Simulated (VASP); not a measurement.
A run of VASP 6.6.1 is set up as follows.

POSCAR

```
Pt
1.0
    2.7606656158      0.0000000000      0.0000000000
   -1.3803328079      2.3908065546      0.0000000000
    0.0000000000      0.0000000000      4.7921340000
Pt
2
Direct
    0.3333333333      0.6666666667      0.2500000000
    0.6666666667      0.3333333333      0.7500000000
```

File INCAR.step1:

```
  ALGO = Normal
  EDIFF = 1E-5
  ENCUT = 520
  GGA = PE
  ISIF = 2
  ISMEAR = -1
  LASPH = T
  LREAL = F
  LWAVE = T
  NBANDS = 17
  NELM = 80
  PREC = Accurate
  SIGMA = 0.05
```

File INCAR.step2:

```
  ALGO = Normal
  EDIFF = 1E-6
  ENCUT = 520
  GGA = PE
  HFSCREEN = 0.2079
  ISIF = 2
  ISMEAR = -1
  ISTART = 1
  LASPH = T
  LCHARG = T
  LELF = T
  LHFCALC = T
  LREAL = F
  LVHAR = T
  LWAVE = F
  NBANDS = 17
  NELM = 80
  PREC = Accurate
  PRECFOCK = Normal
  SIGMA = 0.05
```

File KPOINTS:

```
k-points
0
Gamma
  6 6 3
```

Potentials or basis: VASP PAW PBE potentials, release 64 (Pt).

Command:

```console
$ cat potpaw_PBE.64/Pt/POTCAR > POTCAR
$ cp INCAR.step1 INCAR
$ mpirun -np 1 vasp_std > vasp.out
$ cp INCAR.step2 INCAR
$ mpirun -np 1 vasp_std > vasp.out
```

Q: What does it give for the band gap on the k mesh?

A: Zero (bands 10 and 11 overlap by 1.52 eV).

Q: Predict the pressure.

A: -10.2 GPa.

Stress tensor (GPa, compression positive):
```
-10.86   0.00   0.00
  0.00 -10.86   0.00
  0.00   0.00  -8.88
```

Caveat: the k points lie up to 0.44 Å⁻¹ apart, too coarse for converged energies and pressures of a metal; the PAW data sets were made with another functional, which shifts forces and pressure a little; spin-orbit coupling is left out, which moves the levels of the heavy elements.
